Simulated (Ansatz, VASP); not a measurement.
## Be: VASP beside Ansatz

```
Be
1.0
     2.41448    0.00000    0.00000
    -1.20724    2.09100    0.00000
     0.00000    0.00000    3.78095
Be
2
Direct
  0.33333 0.66667 0.25000
  0.66667 0.33333 0.75000
```

Change from the starting cell: strain +0.050 along x and y, +0.050 along z, atoms carried along.

Alike in both runs: task single point; functional PBEsol; k mesh 24 × 24 × 14; occupations gaussian, width 0.15 eV; no spin polarisation.

```csv
,VASP,Ansatz
version,VASP 6.6.1,Ansatz 0.2.0
potentials or method,"VASP PAW PBE potentials, release 64 (Be), cutoff 520 eV","scalar-relativistic, plane waves, PAW"
valence electrons in the cell,4,4
```

Ansatz gave:

| Item | Value |
| --- | --- |
| gap on the k mesh at the Fermi level (eV) | none |
| pressure (GPa) | -17.6 |
| traceless stress, the component that is largest in VASP (GPa) | -0.80 |

Problem. Estimate VASP's values.

Solution. gap on the k mesh at the Fermi level (eV): none; pressure (GPa): -17.4; traceless stress, the component that is largest in VASP (GPa): -0.76.

VASP's potentials were made for PBE, not for PBEsol. A gap of «none» marks a metal or a gap that the smearing closes.
